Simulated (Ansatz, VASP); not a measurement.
## One calculation of Co, two programs

File INCAR:

```
SYSTEM = Co
  PREC = Accurate
  ENCUT = 520
  EDIFF = 1E-6
  ISMEAR = -1
  SIGMA = 0.05
  LREAL = .False.
  LASPH = .True.
  NELM = 150
  ALGO = Normal
  ISIF = 2
  LWAVE = .False.
  LCHARG = .False.
  ISPIN = 2
  MAGMOM = 1.79 1.79
  LORBIT = 11
  LMAXMIX = 4
  GGA = RP
  NBANDS = 20
```

The input KPOINTS:

```
Automatic mesh
0
Gamma
  12 12 12
  0 0 0
```

Contents of POSCAR:

```
Co
1.0
    0.0000000000      2.4623368170      2.4623368170
    2.4623368170      0.0000000000      2.4623368170
    2.4623368170      2.4623368170      0.0000000000
Co
2
Direct
    0.1250000000      0.1250000000      0.1250000000
    0.8750000000      0.8750000000      0.8750000000
```

Input for Ansatz:

```yaml
crystal:
  lattice:
    - [0.0, 2.462336817, 2.462336817]
    - [2.462336817, 0.0, 2.462336817]
    - [2.462336817, 2.462336817, 0.0]
  atoms:
    - { symbol: Co, position: [0.125, 0.125, 0.125], spin: 1.79 }
    - { symbol: Co, position: [0.875, 0.875, 0.875], spin: 1.79 }
hamiltonian:
  xc: rpbe
  pseudopotentials:
    kind: paw
    azcp:
      Co: "pseudopotentials/Co.paw.azcp"
basis:
  ecutwfc: 420
  fft_grid_basis: typed
kpoints:
  mp_grid: { grid: [12, 12, 12], shift: [0, 0, 0] }
magnetization:
  spin_polarized: true
scf:
  occupations: { method: fermi_dirac, width: 0.05 }
  lower_state_search: "off"
output:
  stress: true
```

Alike in both runs: task single point; functional RPBE; k mesh 12 × 12 × 12; occupations fermi-dirac, width 0.05 eV; collinear spin.

|  | VASP | Ansatz |
| --- | --- | --- |
| version | VASP 6.6.1 | Ansatz 0.2.0 |
| potentials or method | VASP PAW PBE potentials, release 64 (Co), cutoff 520 eV | plane waves (420 eV) with PAW, scalar-relativistic |
| valence electrons in the cell | 18 | 34 |

VASP gave:

- pressure (GPa): 5.6
- net moment per atom (μB): 0.83
- size of the moment on the site where the two differ most (μB): 0.82

Problem. Estimate Ansatz's values.

Solution. Pressure (GPa): 15.5; net moment per atom (μB): 1.68; size of the moment on the site where the two differ most (μB): 1.69.

The net moments are unlike, so the other rows may belong to different states. VASP's potentials were made for PBE, not for RPBE. Site moments also hang on the region over which each program counts them. VASP's potentials hold 18 valence electrons a cell and Ansatz's 34, so a difference there can come from the potentials and not from the codes.
